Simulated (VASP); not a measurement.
Wanted: the native input for a VASP 6.6.1 run.

```
Task                   : single point
Functional             : PBE
Potentials or basis    : VASP PAW PBE potentials, release 64 (Fe)
Cutoff                 : 520 eV
k mesh                 : 8 × 8 × 8
Occupations            : fermi-dirac, width 0.1 eV
Spin                   : no spin polarisation
Dipole correction      : no
Further INCAR settings : ALGO = Normal; EDIFF = 1e-07; NBANDS = 42
```

The structure of Fe lies in POSCAR:

```
Fe
1.0
    4.3784464696      0.0000000000      0.0000000000
    0.0000000000      4.3784464696      0.0000000000
    0.0000000000      0.0000000000      4.3784464696
Fe
8
Direct
    1.0000000000      1.0000000000      1.0000000000
    0.5000000000      0.5000000000      0.5000000000
    0.2500000000      0.0000000000      0.5000000000
    0.7500000000      0.0000000000      0.5000000000
    0.5000000000      0.2500000000      1.0000000000
    0.5000000000      0.7500000000      0.0000000000
    1.0000000000      0.5000000000      0.2500000000
    1.0000000000      0.5000000000      0.7500000000
```

These files were run (other wordings do the same):

INCAR

```
SYSTEM = Fe
  ALGO = Normal
  EDIFF = 1E-7
  ENCUT = 520
  GGA = PE
  ISIF = 2
  ISMEAR = -1
  LASPH = .True.
  LCHARG = .False.
  LREAL = .False.
  LWAVE = .False.
  NBANDS = 42
  NELM = 60
  PREC = Accurate
  SIGMA = 0.1
```

KPOINTS

```
k-points
0
Gamma
  8 8 8
  0 0 0
```

Potentials or basis: VASP PAW PBE potentials, release 64 (Fe).

Command:

```bash
$ cat potpaw_PBE.64/Fe/POTCAR > POTCAR
$ mpirun -np 1 vasp_std > vasp.out
```

Results of the run:

```yaml
Pressure: -0.7 GPa
Band_gap_on_the_k_mesh: zero (bands 32 and 33 overlap by 0.55 eV)
```

Caveat: the run has no spin polarisation, though such a crystal can be magnetic.

It took 2.8 min on 1 thread of Intel(R) Xeon(R) Platinum 8488C (Sapphire Rapids), on a shared host, peak memory 0.23 GiB.
